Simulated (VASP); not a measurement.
# LuH2 (Fm-3m) in VASP: electric field gradients with r2SCAN

Aim: the electric field gradients of LuH2 with r2SCAN.

Everything below comes from runs of VASP 6.6.1. Logs are shortened: lines on timing, memory, paths and dates and some standing lists are left out, and cuts for length are marked.

**1. The cell of the first run**

The structure is cubic, space group Fm-3m (No. 225). Conventional cell: a = 4.989 Å, b = 4.989 Å, c = 4.989 Å, α = 90.00°, β = 90.00°, γ = 90.00°. Within 2.9 Å of Lu (site symmetry m-3m) lie 8 H at 2.16 Å. Within 2.9 Å of H (site symmetry -43m) lie 4 Lu at 2.16 Å and 6 H at 2.49 Å.

**2. Electric field gradients, r2SCAN**

POSCAR reads:

```
LuH2
1.0
    0.0000000000      2.4945972335      2.4945972335
    2.4945972335      0.0000000000      2.4945972335
    2.4945972335      2.4945972335      0.0000000000
Lu H
1 2
Direct
    0.0000000000      0.0000000000      0.0000000000
    0.2500000000      0.2500000000      0.2500000000
    0.7500000000      0.7500000000      0.7500000000
```

INCAR.step1 reads:

```
ALGO = Normal ; EDIFF = 1E-4
ENCUT = 520 ; GGA = PE
ISMEAR = -1 ; LASPH = T
LCHARG = F ; LREAL = F
LWAVE = T ; NBANDS = 20
NELM = 60 ; PREC = Accurate
SIGMA = 0.05
```

INCAR.step2 reads:

```
ALGO = Normal ; EDIFF = 1E-8
ENCUT = 520 ; ISIF = 2
ISMEAR = -1 ; ISTART = 1
LASPH = T ; LCHARG = F
LEFG = T ; LMIXTAU = T
LREAL = F ; LWAVE = F
METAGGA = R2SCAN ; NBANDS = 20
NELM = 60 ; PREC = Accurate
SIGMA = 0.05
```

KPOINTS reads:

```
k-points
0
Gamma
  10 10 10
```

Potentials or basis: VASP PAW PBE potentials, release 64 (Lu, H).

Command:

```sh
> cat potpaw_PBE.64/Lu/POTCAR potpaw_PBE.64/H/POTCAR > POTCAR
> cp INCAR.step1 INCAR
> mpirun -np 1 vasp_std > vasp.out
> cp INCAR.step2 INCAR
> mpirun -np 1 vasp_std > vasp.out
```

OUTCAR:

```text
EDIFF = 1E-8
   ENCUT = 520
   ISIF = 2
   ISMEAR = -1
   ISTART = 1
   LASPH = T
   LREAL = F
   METAGGA = R2SCAN
   NELM = 60
   PREC = Accurate

 ion  position               nearest neighbor table
   1  0.000  0.000  0.000-   3 2.16   3 2.16   3 2.16   2 2.16   3 2.16   2 2.16   2 2.16   2 2.16

   2  0.250  0.250  0.250-   1 2.16   1 2.16   1 2.16   1 2.16
   3  0.750  0.750  0.750-   1 2.16   1 2.16   1 2.16   1 2.16

  LATTYP: Found a face centered cubic cell.
 ALAT       =     4.9891944670

  Lattice vectors:

 A1 = (   0.0000000000,   2.4945972335,   2.4945972335)
 A2 = (   2.4945972335,   0.0000000000,   2.4945972335)
 A3 = (   2.4945972335,   2.4945972335,   0.0000000000)

Analysis of symmetry for initial positions (statically):
=====================================================================
 Subroutine PRICEL returns:
 Original cell was already a primitive cell.

 Routine SETGRP: Setting up the symmetry group for a
 face centered cubic supercell.

 Subroutine GETGRP returns: Found 48 space group operations
 (whereof 48 operations were pure point group operations)
 out of a pool of 48 trial point group operations.

The static configuration has the point symmetry O_h .

Analysis of symmetry for dynamics (positions and initial velocities):
=====================================================================
 Subroutine PRICEL returns:
 Original cell was already a primitive cell.

 Routine SETGRP: Setting up the symmetry group for a
 face centered cubic supercell.

 Subroutine GETGRP returns: Found 48 space group operations
 (whereof 48 operations were pure point group operations)
 out of a pool of 48 trial point group operations.

The dynamic configuration has the point symmetry O_h .

 Subroutine INISYM returns: Found 48 space group operations
 (whereof 48 operations are pure point group operations),
 and found     1 'primitive' translations

----------------------------------------------------------------------------------------

                                     Primitive cell

  volume of cell :      31.0478

  direct lattice vectors                    reciprocal lattice vectors
     0.000000000  2.494597233  2.494597233    -0.200433157  0.200433157  0.200433157
     2.494597233  0.000000000  2.494597233     0.200433157 -0.200433157  0.200433157
     2.494597233  2.494597233  0.000000000     0.200433157  0.200433157 -0.200433157

  length of vectors
     3.527893240  3.527893240  3.527893240     0.347160412  0.347160412  0.347160412

  position of ions in fractional coordinates (direct lattice)
     0.000000000  0.000000000  0.000000000
     0.250000000  0.250000000  0.250000000
     0.750000000  0.750000000  0.750000000

  ion indices of the primitive-cell ions
   primitive index   ion index
                 1           1
                 2           2
                 3           3

----------------------------------------------------------------------------------------

 KPOINTS: k-points

Automatic generation of k-mesh.
 Grid dimensions read from file:
 generate k-points for:   10   10   10

 Generating k-lattice:

  Cartesian coordinates                     Fractional coordinates (reciprocal lattice)
    -0.020043316  0.020043316  0.020043316     0.100000000  0.000000000  0.000000000
     0.020043316 -0.020043316  0.020043316     0.000000000  0.100000000  0.000000000
     0.020043316  0.020043316 -0.020043316     0.000000000  0.000000000  0.100000000

  Length of vectors
     0.034716041  0.034716041  0.034716041

  Shift w.r.t. Gamma in fractional coordinates (k-lattice)
     0.000000000  0.000000000  0.000000000

 Subroutine IBZKPT returns following result:
 ===========================================

 Found     47 irreducible k-points:

 Following reciprocal coordinates:
            Coordinates               Weight
  0.000000  0.000000  0.000000      1.000000
  0.100000  0.000000  0.000000      8.000000
  0.200000  0.000000  0.000000      8.000000
  0.300000  0.000000  0.000000      8.000000
  0.400000  0.000000  0.000000      8.000000
  0.500000  0.000000  0.000000      4.000000
[... 16 lines left out ...]
  0.300000  0.300000  0.000000      6.000000
  0.400000  0.300000  0.000000     24.000000
 [... further k-points ...]
   k-points           NKPTS =     47   k-points in BZ     NKDIM =     47   number of bands    NBANDS=     20
   number of dos      NEDOS =    301   number of ions     NIONS =      3
   total plane-waves  NPLWV =  21952
   dimension x,y,z NGX =    28 NGY =   28 NGZ =   28
   dimension x,y,z NGXF=    56 NGYF=   56 NGZF=   56
   ions per type =               1   2
   NGX,Y,Z   is equivalent  to a cutoff of  13.19, 13.19, 13.19 a.u.
   NGXF,Y,Z  is equivalent  to a cutoff of  26.39, 26.39, 26.39 a.u.
 SYSTEM =  unknown system
   PREC   = accura    normal or accurate (medium, high low for compatibility)
   ISTART =      1    job   : 0-new  1-cont  2-samecut
   ICHARG =      0    charge: 1-file 2-atom 10-const
   ISPIN  =      1    spin polarized calculation?
   LNONCOLLINEAR =      F non collinear calculations
   LSORBIT =      F    spin-orbit coupling
   LASPH  =      T    aspherical Exc in radial PAW
   ENCUT  =  520.0 eV  38.22 Ry    6.18 a.u.   6.56  6.56  6.56*2*pi/ulx,y,z
   NELM   =     60;   NELMIN=  2; NELMDL=  0     # of ELM steps
   EDIFF  = 0.1E-07   stopping-criterion for ELM
   LREAL  =      F    real-space projection
   EDIFFG = 0.1E-06   stopping-criterion for IOM
   NSW    =      0    number of steps for IOM
   IBRION =     -1    ionic relax: 0-MD 1-quasi-New 2-CG
   NFREE  =      0    steps in history (QN), initial steepest desc. (CG)
   ISIF   =      2    stress and relaxation
   ISYM   =      2    0-nonsym 1-usesym 2-fastsym
   POTIM  = 0.5000    time-step for ionic-motion
   TEBEG  =    0.0;   TEEND  =   0.0 temperature during run
   PSTRESS=    0.0 pullay stress
   NELECT =      27.0000    total number of electrons
   NUPDOWN=      -1.0000    fix difference up-down
   EMIN   =  10.00;   EMAX   =-10.00  energy-range for DOS
   EFERMI =   0.00;   METHOD = LEGACY
   ISMEAR =    -1;   SIGMA  =   0.05  broadening in eV -4-tet -1-fermi 0-gaus
   EFERMI_NEDOS =   21; number of points for ismear=-14 and -15
   IALGO  =     38    algorithm
   IMIX   =      4    mixing-type and parameters
     AMIX     =   0.40;   BMIX     =  1.00
     AMIX_MAG =   1.60;   BMIX_MAG =  1.00
  volume/ion in A,a.u.               =      10.35        69.84
  Fermi-wavevector in a.u.,A,eV,Ry     =   1.562616  2.952916 33.222289  2.441769
  Thomas-Fermi vector in A             =   2.665508
   LORBIT       =      0    0 simple, 1 ext, 2 COOP (PROOUT), +10 PAW based schemes
   METAGGA = R2SCAN    functional components
   LHFCALC =     F    Hartree Fock is set to
   AEXX    =    0.0000 exact exchange contribution
   IVDW    =     0    specifies the selected vdW correction
   LEPSILON=     F    determine dielectric tensor
   LRPA    =     F    only Hartree local field effects (RPA)
 non-spin polarized calculation
  energy-cutoff  :      520.00
  volume of cell :       31.05
 maximum number of plane-waves:       869
 NGX is ok and might be reduce to    28
   NGX = 13   NGY = 13   NGZ = 13

 number of electron      26.9999999 magnetization

 Free energy of the ion-electron system (eV)
  ---------------------------------------------------
  ext. energy  EPLUGINS =         0.00000000
  ---------------------------------------------------
  free energy    TOTEN  =       -47.25566501 eV

  energy without entropy =      -47.25158546  energy(sigma->0) =      -47.25362523

 E-fermi :   2.9274     XC(G=0): -12.0016

 val. band max:        2.8084658288   @ k =  -0.4000   0.2000   0.0000
 cond. band min:       2.9346637297   @ k =  -0.2000   0.3000   0.1000
 fundamental gap:      0.1261979009
 Fermi energy:         2.9274056648

 k-point     1 :       0.0000    0.0000    0.0000
  band No.  band energies     occupation
      1     -55.0897      2.00000
      2     -24.9353      2.00000
      3     -24.9353      2.00000
      4     -24.9353      2.00000
      5      -7.0787      2.00000
      6      -2.7145      2.00000
[... 12 lines left out ...]
     19      13.2905      0.00000
     20      15.9571      0.00000
[... 507 lines left out ...]
 k-point    24 :       0.4000    0.3000    0.0000
  band No.  band energies     occupation
      1     -55.0622      2.00000
      2     -25.3174      2.00000
      3     -25.0734      2.00000
      4     -25.0567      2.00000
      5      -3.7108      2.00000
      6      -2.8391      2.00000
[... 12 lines left out ...]
     19      12.4182      0.00000
     20      13.2167      0.00000

 [... further k-points ...]
[... 5 lines left out ...]
  --------------------------------------------------------------------------------------
  -------------------------------------------------------------------------------------
  Total        0.1720284      0.1720284      0.1720284      0.0000000      0.0000000     -0.0000000
  in kB        8.8772686      8.8772686      8.8772686      0.0000000      0.0000000     -0.0000000
  external PRESSURE =       8.8772686 kB  Pullay stress =       0.0000000 kB

 VOLUME and BASIS-vectors are now :
 -----------------------------------------------------------------------------
  energy-cutoff  :      520.00
  volume of cell :       31.05
      direct lattice vectors                 reciprocal lattice vectors
     0.000000000  2.494597233  2.494597233    -0.200433157  0.200433157  0.200433157
     2.494597233  0.000000000  2.494597233     0.200433157 -0.200433157  0.200433157
     2.494597233  2.494597233  0.000000000     0.200433157  0.200433157 -0.200433157

 POSITION                                       TOTAL-FORCE (eV/Angst)
 -----------------------------------------------------------------------------------
      0.00000      0.00000      0.00000        -0.000000     -0.000000     -0.000000
      1.24730      1.24730      1.24730         0.000000      0.000000      0.000000
      3.74190      3.74190      3.74190         0.000000      0.000000     -0.000000
 -----------------------------------------------------------------------------------
    total drift:                               -0.000000     -0.000000      0.000000

  FREE ENERGIE OF THE ION-ELECTRON SYSTEM (eV)
  ---------------------------------------------------
  free  energy   TOTEN  =       -47.2556650123 eV

  energy  without entropy=      -47.2515854551  energy(sigma->0) =      -47.25362523

 Electric field gradients (V/A^2)
---------------------------------------------------------------------
 ion       V_xx      V_yy      V_zz      V_xy      V_xz      V_yz
---------------------------------------------------------------------
   1       0.000    -0.000     0.000     0.002     0.002     0.002
   2      -0.000     0.000     0.000     0.001     0.001     0.001
   3      -0.000    -0.000     0.000     0.001     0.001     0.001
---------------------------------------------------------------------

 Electric field gradients after diagonalization (V/A^2)
 (convention: |V_zz| > |V_xx| > |V_yy|)
----------------------------------------------------------------------
 ion       V_xx      V_yy      V_zz     asymmetry (V_yy - V_xx)/ V_zz
----------------------------------------------------------------------
   1      -0.002    -0.002     0.004       0.000
   2      -0.001    -0.001     0.002       0.000
   3      -0.001    -0.001     0.002       0.000
----------------------------------------------------------------------

           NMR quadrupolar parameters

 Cq : quadrupolar parameter    Cq=e*Q*V_zz/h
 eta: asymmetry parameters     (V_yy - V_xx)/ V_zz
 Q  : nuclear electric quadrupole moment in mb (millibarn)
----------------------------------------------------------------------
 ion       Cq(MHz)       eta       Q (mb)
----------------------------------------------------------------------
   1       0.000       0.000       1.000
   2       0.000       0.000       1.000
   3       0.000       0.000       1.000
----------------------------------------------------------------------
```

Wall time 2 min (1 thread of Intel Xeon Platinum 8559C (Emerald Rapids), shared host); peak memory 0.19 GiB.

What came out:

| Quantity | Value |
| --- | --- |
| Free energy | -47.2557 eV |
| Pressure | 0.9 GPa |

Levels at points of the mesh, in eV from the Fermi level:
| k point | band 11 | band 12 | band 13 | band 14 | band 15 | band 16 |
| --- | --- | --- | --- | --- | --- | --- |
| (0.00, 0.00, 0.00) | -5.20 | -5.20 | -0.99 | 1.52 | 1.52 | 1.52 |
| (0.50, 0.00, 0.00) | -5.22 | -5.19 | -4.39 | 1.59 | 1.59 | 4.88 |
| (0.50, 0.50, 0.00) | -5.23 | -5.23 | -4.44 | -2.50 | 6.28 | 6.35 |

Caveat: without QUAD_EFG the Cq values of the log hold for a quadrupole moment of 1 mb, not for the nuclei; the PAW data sets were made with another functional, which shifts forces and pressure a little; spin-orbit coupling is left out, which moves the levels of the heavy elements.
